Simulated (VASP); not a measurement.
# SiC2 (Fmmm) in VASP: notebook

SiC2 is run at these levels: PBE; tasks: single point.

All numbers are computed with VASP 6.6.1; they aren't measurements. Logs are shortened: lines on timing, memory, paths and dates and some standing lists are left out, and cuts for length are marked.

## Step 1: The cell of the first run

The structure is orthorhombic, space group Fmmm (No. 69). Conventional cell: a = 4.988 Å, b = 6.575 Å, c = 8.868 Å, α = 90.00°, β = 90.00°, γ = 90.00°. Within 2.4 Å of Si (site symmetry 2mm) lie 2 C at 1.84 Å and 1 Si at 2.16 Å. C (site symmetry m) has 2 C at 1.45 to 1.47 Å and 1 Si at 1.84 Å within 1.9 Å.

## Step 2: Single point, PBE

Input file INCAR:

```
  ALGO = Normal
  EDIFF = 1E-7
  ENCUT = 520
  GGA = PE
  ISIF = 2
  ISMEAR = 0
  LASPH = T
  LCHARG = T
  LELF = T
  LREAL = F
  LVHAR = T
  LWAVE = F
  NBANDS = 21
  NELM = 100
  PREC = Accurate
  SIGMA = 0.1
```

Input file KPOINTS:

```
k-points
0
Gamma
  4 4 4
```

Input file POSCAR:

```
SiC2
1.0
    0.0000000000      3.2874998816      4.4341923930
    2.4941837774      0.0000000000      4.4341923930
    2.4941837774      3.2874998816      0.0000000000
Si C
2 4
Direct
    0.2839882795      0.7160117205      0.7160117205
    0.7160117205      0.2839882795      0.2839882795
    0.6607810673     -0.0452856955      0.3392189327
    1.0452856955      0.3392189327     -0.0452856955
   -0.0452856955      0.6607810673      1.0452856955
    0.3392189327      1.0452856955      0.6607810673
```

Potentials or basis: VASP PAW PBE potentials, release 64 (Si, C).

Started as:

```sh
$ cat potpaw_PBE.64/Si/POTCAR potpaw_PBE.64/C/POTCAR > POTCAR
$ mpirun -np 1 vasp_std > vasp.out
```

OUTCAR:

```text
EDIFF = 1E-7
   ENCUT = 520
   GGA = PE
   ISIF = 2
   ISMEAR = 0
   LASPH = T
   LREAL = F
   NELM = 100
   PREC = Accurate

 ion  position               nearest neighbor table
   1  0.284  0.716  0.716-   5 1.84   6 1.84   2 2.16   2 2.83
   2  0.716  0.284  0.284-   3 1.84   4 1.84   1 2.16   1 2.83
   3  0.661  0.955  0.339-   6 1.45   5 1.47   2 1.84
   4  0.045  0.339  0.955-   5 1.45   6 1.47   2 1.84
   5  0.955  0.661  0.045-   4 1.45   3 1.47   1 1.84
   6  0.339  0.045  0.661-   3 1.45   4 1.47   1 1.84

  LATTYP: Found a face centered orthorhombic cell.
 ALAT       =     4.9883675548
 B/A-ratio  =     1.3180664197
 C/A-ratio  =     1.7778130197

  Lattice vectors:

 A1 = (   0.0000000000,   3.2874998816,   4.4341923930)
 A2 = (   2.4941837774,   0.0000000000,   4.4341923930)
 A3 = (   2.4941837774,   3.2874998816,   0.0000000000)

Analysis of symmetry for initial positions (statically):
=====================================================================
 Subroutine PRICEL returns:
 Original cell was already a primitive cell.

 Routine SETGRP: Setting up the symmetry group for a
 face centered orthorhombic supercell.

 Subroutine GETGRP returns: Found  8 space group operations
 (whereof  8 operations were pure point group operations)
 out of a pool of  8 trial point group operations.

The static configuration has the point symmetry D_2h.

Analysis of symmetry for dynamics (positions and initial velocities):
=====================================================================
 Subroutine PRICEL returns:
 Original cell was already a primitive cell.

 Routine SETGRP: Setting up the symmetry group for a
 face centered orthorhombic supercell.

 Subroutine GETGRP returns: Found  8 space group operations
 (whereof  8 operations were pure point group operations)
 out of a pool of  8 trial point group operations.

The dynamic configuration has the point symmetry D_2h.

 Subroutine INISYM returns: Found  8 space group operations
 (whereof  8 operations are pure point group operations),
 and found     1 'primitive' translations

----------------------------------------------------------------------------------------

                                     Primitive cell

  volume of cell :      72.7175

  direct lattice vectors                    reciprocal lattice vectors
[... 89 lines left out ...]
   LREAL  =      F    real-space projection
   EDIFFG = 0.1E-05   stopping-criterion for IOM
   NSW    =      0    number of steps for IOM
   IBRION =     -1    ionic relax: 0-MD 1-quasi-New 2-CG
   NFREE  =      0    steps in history (QN), initial steepest desc. (CG)
   ISIF   =      2    stress and relaxation
   ISYM   =      2    0-nonsym 1-usesym 2-fastsym
   POTIM  = 0.5000    time-step for ionic-motion
   TEBEG  =    0.0;   TEEND  =   0.0 temperature during run
   PSTRESS=    0.0 pullay stress
   NELECT =      24.0000    total number of electrons
   NUPDOWN=      -1.0000    fix difference up-down
   EMIN   =  10.00;   EMAX   =-10.00  energy-range for DOS
   EFERMI =   0.00;   METHOD = LEGACY
   ISMEAR =     0;   SIGMA  =   0.10  broadening in eV -4-tet -1-fermi 0-gaus
   EFERMI_NEDOS =   21; number of points for ismear=-14 and -15
   IALGO  =     38    algorithm
   IMIX   =      4    mixing-type and parameters
     AMIX     =   0.40;   BMIX     =  1.00
     AMIX_MAG =   1.60;   BMIX_MAG =  1.00
  volume/ion in A,a.u.               =      12.12        81.79
  Fermi-wavevector in a.u.,A,eV,Ry     =   1.131355  2.137951 17.414978  1.279965
  Thomas-Fermi vector in A             =   2.268054
   LORBIT       =      0    0 simple, 1 ext, 2 COOP (PROOUT), +10 PAW based schemes
   GGA     = PE    functional components
   LHFCALC =     F    Hartree Fock is set to
   AEXX    =    0.0000 exact exchange contribution
   IVDW    =     0    specifies the selected vdW correction
   LEPSILON=     F    determine dielectric tensor
   LRPA    =     F    only Hartree local field effects (RPA)
 non-spin polarized calculation
 Gauss-broadening in eV      SIGMA  =   0.10
  energy-cutoff  :      520.00
  volume of cell :       72.72
 maximum number of plane-waves:      1972
 NGX is ok and might be reduce to    42
   NGX = 21   NGY = 19   NGZ = 15

 number of electron      24.0000000 magnetization

 Free energy of the ion-electron system (eV)
  ---------------------------------------------------
  ext. energy  EPLUGINS =         0.00000000
  ---------------------------------------------------
  free energy    TOTEN  =       -43.90300889 eV

  energy without entropy =      -43.90094610  energy(sigma->0) =      -43.90197749

 E-fermi :   5.6054     XC(G=0): -10.1121

 val. band max:        5.6046376943   @ k =  -0.2500   0.2500   0.5000
 cond. band min:       5.7756323513   @ k =   0.2500   0.0000   0.2500
 fundamental gap:      0.1709946570
 Fermi energy:         5.6054248972

 k-point     1 :       0.0000    0.0000    0.0000
  band No.  band energies     occupation
      1     -11.4819      2.00000
      2      -7.2429      2.00000
      3      -6.9297      2.00000
      4      -3.9569      2.00000
      5      -2.3919      2.00000
      6      -2.3039      2.00000
[... 421 lines left out ...]
     20      14.1716      0.00000
     21      14.6346      0.00000

------------------------ aborting loop because EDIFF is reached ----------------------------------------

  FORCE on cell =-STRESS in cart. coord.  units (eV):
  Direction    XX          YY          ZZ          XY          YZ          ZX
  --------------------------------------------------------------------------------------
  -------------------------------------------------------------------------------------
  Total        0.1899803     -0.1999520     -0.0094523     -0.0000000      0.0000000      0.0000000
  in kB        4.1858182     -4.4055253     -0.2082625     -0.0000000      0.0000000      0.0000000
  external PRESSURE =      -0.1426566 kB  Pullay stress =       0.0000000 kB

 VOLUME and BASIS-vectors are now :
 -----------------------------------------------------------------------------
  energy-cutoff  :      520.00
  volume of cell :       72.72
      direct lattice vectors                 reciprocal lattice vectors
     0.000000000  3.287499882  4.434192393    -0.200466383  0.152091260  0.112760105
     2.494183777  0.000000000  4.434192393     0.200466383 -0.152091260  0.112760105
     2.494183777  3.287499882  0.000000000     0.200466383  0.152091260 -0.112760105

 POSITION                                       TOTAL-FORCE (eV/Angst)
 -----------------------------------------------------------------------------------
      3.57173      3.28750      4.43419        -0.005346      0.000000      0.000000
      1.41664      3.28750      4.43419         0.005346      0.000000      0.000000
      3.22731      3.28750      7.16342         0.006371      0.000000      0.035020
      3.22731      3.28750      1.70497         0.006371      0.000000     -0.035020
      1.76106      3.28750      7.16342        -0.006371      0.000000      0.035020
      1.76106      3.28750      1.70497        -0.006371      0.000000     -0.035020
 -----------------------------------------------------------------------------------
    total drift:                                0.000000      0.000000      0.000000

  FREE ENERGIE OF THE ION-ELECTRON SYSTEM (eV)
  ---------------------------------------------------
  free  energy   TOTEN  =       -43.9030088875 eV

  energy  without entropy=      -43.9009460954  energy(sigma->0) =      -43.90197749
```

OSZICAR:

```text
N       E                     dE             d eps       ncg     rms          rms(c)
DAV:   1     0.624938176209E+02    0.62494E+02   -0.10940E+04   756   0.100E+03
DAV:   2    -0.413748747700E+02   -0.10387E+03   -0.99338E+02   990   0.192E+02
DAV:   3    -0.474247153675E+02   -0.60498E+01   -0.59723E+01   939   0.439E+01
DAV:   4    -0.475242308292E+02   -0.99515E-01   -0.99411E-01  1028   0.631E+00
DAV:   5    -0.475254193504E+02   -0.11885E-02   -0.11884E-02   977   0.679E-01    0.117E+01
DAV:   6    -0.441825815117E+02    0.33428E+01   -0.99419E+00   908   0.144E+01    0.642E+00
DAV:   7    -0.439682345521E+02    0.21435E+00   -0.11892E+00   888   0.603E+00    0.300E+00
DAV:   8    -0.439017870936E+02    0.66447E-01   -0.16098E-01   949   0.202E+00    0.828E-01
DAV:   9    -0.439026842331E+02   -0.89714E-03   -0.17577E-02   960   0.739E-01    0.233E-01
DAV:  10    -0.439029357407E+02   -0.25151E-03   -0.19968E-03   915   0.253E-01    0.392E-02
DAV:  11    -0.439029878030E+02   -0.52062E-04   -0.17212E-04   935   0.779E-02    0.339E-02
DAV:  12    -0.439030067274E+02   -0.18924E-04   -0.18005E-05   944   0.253E-02    0.571E-03
DAV:  13    -0.439030087839E+02   -0.20565E-05   -0.26096E-06   951   0.972E-03    0.187E-03
DAV:  14    -0.439030089208E+02   -0.13695E-06   -0.19505E-07   864   0.249E-03    0.591E-04
DAV:  15    -0.439030088875E+02    0.33356E-07   -0.13850E-08   603   0.773E-04
   1 F= -.43903009E+02 E0= -.43901977E+02  d E =-.206279E-02
```

stdout:

```text
POSCAR found type information on POSCAR SiC
 POSCAR found :  2 types and       6 ions
 scaLAPACK will be used
 LDA part: xc-table for (Slater+PW92), standard interpolation
 POSCAR, INCAR and KPOINTS ok, starting setup
 FFT: planning ... GRIDC
 FFT: planning ... GRID_SOFT
 FFT: planning ... GRID
 WAVECAR not read
 entering main loop
```

Run time: 18 s. Hardware: 1 thread of Intel Xeon 6975P-C (Granite Rapids), shared host; peak memory 0.21 GiB.

Results:

```
Free energy            : -43.9030 eV
Pressure               : 0.0 GPa
Largest force          : 0.036 eV/Å
Band gap on the k mesh : zero (band 12 reaches 5.60 eV, above the bottom of band 13 at 5.44 eV)
```

Forces in eV/Å, atoms in the order of the input:
```
Si  -0.005  0.000  0.000
Si   0.005  0.000  0.000
C    0.006  0.000  0.035
C    0.006  0.000 -0.035
C   -0.006  0.000  0.035
C   -0.006  0.000 -0.035
```

Stress tensor (GPa, compression positive):
```
 0.42  0.00  0.00
 0.00 -0.44  0.00
 0.00  0.00 -0.02
```

Levels at points of the mesh, in eV from the Fermi level:
```csv
k point,band 8,band 9,band 10,band 11,band 12,band 13,band 14,band 15,band 16,band 17
"(0.00, 0.00, 0.00)",-4.32,-2.79,-1.70,-1.25,-0.83,-0.17,2.14,3.07,5.26,5.34
"(0.50, 0.00, 0.00)",-4.49,-4.41,-3.93,-2.33,-1.10,0.96,2.92,4.03,4.06,4.70
"(0.50, 0.50, 0.00)",-3.93,-3.70,-3.40,-2.70,-1.63,0.49,1.48,3.38,3.79,4.27
"(0.50, 0.00, 0.50)",-7.11,-3.17,-1.49,-1.02,-1.00,0.21,3.43,3.88,5.03,5.13
"(0.00, 0.50, 0.50)",-5.06,-4.66,-4.15,-3.12,-0.17,1.55,1.57,3.81,5.24,5.85
```

Caveat: the k points lie up to 0.43 Å⁻¹ apart.

## Step 3: Single point, PBE

This run uses another cell than the first one, of 13.61 Å³/atom, 1.123 times its volume.

Input file INCAR:

```
SYSTEM = SiC2
PREC = Accurate
ENCUT = 520
EDIFF = 1E-6
ISMEAR = 0
SIGMA = 0.1
LREAL = .FALSE.
LASPH = .TRUE.
NELM = 80
ALGO = Normal
ISIF = 2
LWAVE = .FALSE.
LCHARG = .FALSE.
GGA = PE
NBANDS = 21
```

Input file KPOINTS:

```
regular mesh
0
G
  4 4 4
  0 0 0
```

Input file POSCAR:

```
SiC2
1.0
    0.0000000000      3.8797232100      4.2690862100
    2.4648063000      0.0000000000      4.2690862100
    2.4648063000      3.8797232100      0.0000000000
Si C
2 4
Direct
    0.3333299900      0.6666700100      0.6666700100
    0.6666700100      0.3333299900      0.3333299900
    0.6666633200      0.0000033400      0.3333366800
    0.9999966600      0.3333366800      0.0000033400
    0.0000033400      0.6666633200      0.9999966600
    0.3333366800      0.9999966600      0.6666633200
```

Potentials or basis: VASP PAW PBE potentials, release 64 (Si, C).

Started as:

```sh
$ cat potpaw_PBE.64/Si/POTCAR potpaw_PBE.64/C/POTCAR > POTCAR
$ mpirun -np 1 vasp_std > vasp.out
```

Wall time 17 s (1 thread of Intel Xeon 6975P-C (Granite Rapids), shared host); peak memory 0.24 GiB.

It converged, with:

```yaml
Free_energy: -35.2637 eV
Pressure: 36.7 GPa
Largest_force: 21.904 eV/Å
Band_gap_on_the_k_mesh: 0.11 eV, indirect (least direct gap 0.35 eV)
```

Forces on the atoms (eV/Å):
```
Si   21.904   0.000   0.000
Si  -21.904   0.000   0.000
C    -4.770   0.000  -8.546
C    -4.770   0.000   8.546
C     4.770   0.000  -8.546
C     4.770   0.000   8.546
```

Stress tensor (GPa, compression positive):
```
74.53  0.00  0.00
 0.00  0.65  0.00
 0.00  0.00 35.06
```

Levels at points of the mesh, in eV from the valence-band top:
```tsv
k point	band 10	band 11	band 12	band 13	band 14	band 15
(0.00, 0.00, 0.00)	-1.67	-0.73	-0.24	0.11	0.53	2.76
(0.50, 0.00, 0.00)	-3.72	-3.70	-1.60	0.88	2.48	3.70
(0.50, 0.50, 0.00)	-3.36	-2.73	-2.03	0.48	2.41	3.13
(0.50, 0.00, 0.50)	-1.68	-0.70	0.00	0.38	1.38	4.25
(0.00, 0.50, 0.50)	-3.89	-3.63	-0.98	1.56	3.08	3.63
```

Caveat: forces of over 1 eV/Å act on the atoms, so gaps and moduli don't describe the material at rest.
